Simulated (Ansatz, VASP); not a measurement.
# LiH in VASP and in Ansatz

Contents of POSCAR:

```
LiH
1.0
    0.0000000000      2.0367500000      2.0367500000
    2.0367500000      0.0000000000      2.0367500000
    2.0367500000      2.0367500000      0.0000000000
Li H
1 1
Direct
    0.0000000000      0.0000000000      0.0000000000
    0.5000000000      0.5000000000      0.5000000000
```

File INCAR.step1:

```
PREC     = Accurate       # precision mode
ENCUT    = 520            # plane-wave cutoff, eV
EDIFF    = 1E-5           # SCF threshold, eV
ISMEAR   = -1             # smearing method
SIGMA    = 0.05           # smearing width, eV
LREAL    = False          # projectors in reciprocal space
LASPH    = True           # aspherical terms in the spheres
NELM     = 60             # most SCF steps
ALGO     = Normal         # electronic algorithm
ISIF     = 2              # what is computed and relaxed
LWAVE    = True           # write WAVECAR
LCHARG   = False          # write CHGCAR
NBANDS   = 9              # bands
GGA      = PE             # functional
```

Contents of INCAR.step2:

```
PREC     = Accurate       # precision mode
ENCUT    = 520            # plane-wave cutoff, eV
EDIFF    = 1E-7           # SCF threshold, eV
ISMEAR   = -1             # smearing method
SIGMA    = 0.05           # smearing width, eV
LREAL    = False          # projectors in reciprocal space
LASPH    = True           # aspherical terms in the spheres
NELM     = 60             # most SCF steps
ALGO     = Normal         # electronic algorithm
ISIF     = 2              # what is computed and relaxed
LWAVE    = False          # write WAVECAR
LCHARG   = False          # write CHGCAR
GGA      = PE             # functional
LHFCALC  = True           # exact exchange
HFSCREEN = 0.2079         # screening, 1/A
PRECFOCK = Normal       
NBANDS   = 9              # bands
ISTART   = 1
```

File KPOINTS:

```
regular mesh
0
Gamma
  8 8 8
```

The input input:

```
crystal:
  lattice:
    - [0.0, 2.03675, 2.03675]
    - [2.03675, 0.0, 2.03675]
    - [2.03675, 2.03675, 0.0]
  atoms:
    - { symbol: Li, position: [0.0, 0.0, 0.0] }
    - { symbol: H, position: [0.5, 0.5, 0.5] }
hamiltonian:
  xc: hse06
  pseudopotentials: { kind: paw }
kpoints:
  mp_grid: { grid: [8, 8, 8] }
  band_path:
    path:
      - [[0.0, 0.0, 0.0], [0.5, 0.0, 0.5], [0.5, 0.25, 0.75], [0.375, 0.375, 0.75], [0.0, 0.0, 0.0], [0.5, 0.5, 0.5], [0.625, 0.25, 0.625], [0.5, 0.25, 0.75], [0.5, 0.5, 0.5], [0.375, 0.375, 0.75]]
      - [[0.625, 0.25, 0.625], [0.5, 0.0, 0.5]]
    npoints: 4
scf:
  occupations: { method: fermi_dirac, width: 0.05 }
  n_extra_bands: 6
output:
  forces: true
  stress: true
  eigenvalues: true
  fatbands: false
```

Alike in both runs: functional HSE06; k mesh 8 × 8 × 8; occupations fermi-dirac, width 0.05 eV; no spin polarisation.

|  | VASP | Ansatz |
| --- | --- | --- |
| version | VASP 6.6.1 | Ansatz 0.2.0 |
| potentials or method | VASP PAW PBE potentials, release 64 (Li_sv, H) | Ansatz PAW |
| plane-wave cutoff (eV) | 520 | 420 |
| valence electrons in the cell | 4 | 4 |
| task | single point | band structure |

```csv
,VASP,Ansatz,Ansatz less VASP
gap on the k mesh at the Fermi level (eV),4.00,4.00,+0.003
least direct gap on the mesh (eV),4.00,4.00,+0.003
```

Noted on VASP's run: the cutoff is short for stress, so the pressure is rough.
